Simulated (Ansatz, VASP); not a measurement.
One calculation of C, two programs

Contents of INCAR:

```
SYSTEM = C
  PREC = Accurate
  ENCUT = 520
  EDIFF = 1E-6
  ISMEAR = 0
  SIGMA = 0.05
  LREAL = .FALSE.
  LASPH = .TRUE.
  NELM = 80
  ALGO = Normal
  ISIF = 2
  LWAVE = .FALSE.
  LCHARG = .FALSE.
  GGA = PE
  NBANDS = 36
```

Contents of KPOINTS:

```
regular mesh
0
G
  10 10 2
  0 0 0
```

The input POSCAR:

```
C
1.0
    1.7857375322     -1.7857375322      0.0000000000
    1.7857375322      0.0000000000     -1.7857375322
    8.0089755326      8.0089755326      8.0089755326
C
12
Direct
    0.6666666667      0.6666666667      0.2415773508
    0.0000000000      0.0000000000      0.0929326604
    0.3333333333      0.3333333333      0.3902220411
    0.6666666667      0.6666666667      0.6875114218
    1.0000000000      1.0000000000      0.5388667315
    0.3333333333      0.3333333333      0.8361561122
    0.6666666667      0.6666666667      0.3530608685
    1.0000000000      1.0000000000      0.2044161782
    0.3333333333      0.3333333333      0.5017055589
    0.6666666667      0.6666666667      0.7989949396
    0.0000000000      0.0000000000      0.6503502493
    0.3333333333      0.3333333333      0.0557714878
```

Input for Ansatz:

```yaml
crystal:
  lattice:
    - [1.7857375322, -1.7857375322, 0.0]
    - [1.7857375322, 0.0, -1.7857375322]
    - [8.0089755326, 8.0089755326, 8.0089755326]
  atoms:
    - { symbol: C, position: [0.6666666667, 0.6666666667, 0.2415773508] }
    - { symbol: C, position: [0.0, 0.0, 0.0929326604] }
    - { symbol: C, position: [0.3333333333, 0.3333333333, 0.3902220411] }
    - { symbol: C, position: [0.6666666667, 0.6666666667, 0.6875114218] }
    - { symbol: C, position: [1.0, 1.0, 0.5388667315] }
    - { symbol: C, position: [0.3333333333, 0.3333333333, 0.8361561122] }
    - { symbol: C, position: [0.6666666667, 0.6666666667, 0.3530608685] }
    - { symbol: C, position: [1.0, 1.0, 0.2044161782] }
    - { symbol: C, position: [0.3333333333, 0.3333333333, 0.5017055589] }
    - { symbol: C, position: [0.6666666667, 0.6666666667, 0.7989949396] }
    - { symbol: C, position: [0.0, 0.0, 0.6503502493] }
    - { symbol: C, position: [0.3333333333, 0.3333333333, 0.0557714878] }
basis:
  ecutwfc: 420
kpoints:
  mp_grid: { grid: [10, 10, 2] }
hamiltonian:
  xc: pbe
scf:
  occupations: { method: gaussian, width: 0.05 }
output:
  forces: true
  stress: true
  eigenvalues: true
```

Alike in both runs: task single point; functional PBE; k mesh 10 × 10 × 2; occupations gaussian, width 0.05 eV; no spin polarisation.

|  | VASP | Ansatz |
| --- | --- | --- |
| version | VASP 6.6.1 | Ansatz 0.2.0 |
| potentials or method | VASP PAW PBE potentials, release 64 (C), cutoff 520 eV | scalar-relativistic, plane waves, PAW |
| valence electrons in the cell | 48 | 48 |

|  | VASP | Ansatz | Ansatz less VASP |
| --- | --- | --- | --- |
| gap on the k mesh at the Fermi level (eV) | 0.45 | 0.45 | -0.001 |
| least direct gap on the mesh (eV) | 1.05 | 1.05 | +0.001 |
| pressure (GPa) | -5.3 | -5.8 | -0.58 |
| traceless stress, the component that is largest in VASP (GPa) | -4.03 | -4.01 | +0.020 |
| rms of the force components (eV/Å) | 1.001 | 1.004 | +0.0026 |

Atom by atom the forces differ by 0.007 eV/Å (rms over components).
